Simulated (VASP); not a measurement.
Here is a VASP 6.6.1 calculation.

INCAR

```
ALGO = Normal
EDIFF = 1E-6
ENCUT = 500
GGA = PE
GGA_COMPAT = False
ISIF = 2
ISMEAR = -1
LASPH = True
LCHARG = False
LREAL = False
LWAVE = False
NBANDS = 18
NELM = 120
PREC = Accurate
SIGMA = 0.05
```

KPOINTS

```
k-points
0
Gamma
  9 9 9
```

POSCAR

```
ScAl3
1.0
   -1.9717060217      1.9717060217      4.3329013577
    1.9717060217     -1.9717060217      4.3329013577
    1.9717060217      1.9717060217     -4.3329013577
Sc Al
1 3
Direct
    0.0000000000      0.0000000000      0.0000000000
    0.5000000000      0.5000000000      0.0000000000
    0.2500000000      0.7500000000      0.5000000000
    0.7500000000      0.2500000000      0.5000000000
```

Potentials or basis: VASP PAW PBE potentials, release 64 (Sc_sv, Al).

The run is started by

```console
$ cat potpaw_PBE.64/Sc_sv/POTCAR potpaw_PBE.64/Al/POTCAR > POTCAR
$ mpirun -np 1 vasp_std > vasp.out
```

Q: Estimate the band gap on the k mesh.

A: Zero (bands 10 and 11 overlap by 1.85 eV).

Q: What does it give for the pressure?

A: 5.4 GPa.

Stress tensor (GPa, compression positive):
```
5.57 0.00 0.00
0.00 5.57 0.00
0.00 0.00 4.92
```

Caveat: the cell stands under pressure.
